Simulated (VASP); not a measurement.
**Zr3O: single point with r2SCAN**

The system is Zr3O.

```
Zr O
1.0
     5.53795    0.00000    0.00000
    -2.76898    4.79601    0.00000
     0.00000    0.00000    5.25717
Zr O
6 2
Direct
  0.00000 0.66016 0.50000
  0.00000 0.33984 0.00000
  0.66016 0.66016 0.00000
  0.66016 0.00000 0.50000
  0.33984 0.33984 0.50000
  0.33984 0.00000 0.00000
  0.66667 0.33333 0.75000
  0.33333 0.66667 0.25000
```

This cell differs from its parent crystal: biaxial strain in the a-b plane: -2.0 %.

| Quantity | Value |
| --- | --- |
| Program | VASP 6.6.1 |
| Task | single point |
| Functional | r2SCAN |
| Potentials or basis | VASP PAW PBE potentials, release 64 (Zr_sv, O) |
| Cutoff | 520 eV |
| k mesh | 6 × 6 × 8 |
| Occupations | gaussian, width 0.1 eV |
| Spin | no spin polarisation |

```
Pressure               : 4.5 GPa
Largest force          : 0.153 eV/Å
Band gap on the k mesh : zero (band 42 reaches 10.57 eV, above the bottom of band 43 at 9.76 eV)
```

Forces on the atoms (eV/Å):
```
Zr  -0.076  0.132  0.000
Zr   0.076 -0.132  0.000
Zr   0.076  0.132  0.000
Zr   0.153  0.000  0.000
Zr  -0.076 -0.132  0.000
Zr  -0.153  0.000  0.000
O    0.000  0.000  0.000
O    0.000  0.000  0.000
```

Stress tensor (GPa, compression positive):
```
6.16 0.00 0.00
0.00 6.16 0.00
0.00 0.00 1.32
```

Levels at points of the mesh, in eV from the Fermi level:
```csv
k point,band 38,band 39,band 40,band 41,band 42,band 43,band 44,band 45,band 46,band 47
"(0.00, 0.00, 0.00)",-1.41,-1.02,-1.02,-0.02,0.65,0.75,0.75,0.91,0.91,1.49
"(0.50, 0.00, 0.00)",-1.53,-1.51,-1.02,-0.69,-0.34,0.62,1.10,1.44,1.45,1.94
"(0.00, 0.00, 0.50)",-1.19,-0.31,-0.31,-0.12,-0.12,0.02,0.02,0.14,0.14,1.79
"(0.50, 0.00, 0.50)",-1.22,-0.98,-0.98,-0.50,-0.50,0.14,0.14,1.19,1.19,1.77
```

It took 26 min on 1 thread of Oxide Virtual Turin-like Processor, with other jobs on the host, peak memory 0.35 GiB.

Caveat: the cell differs from its parent crystal (biaxial strain in the a-b plane: -2.0 %); the PAW data sets were made with another functional, which shifts forces and pressure a little.
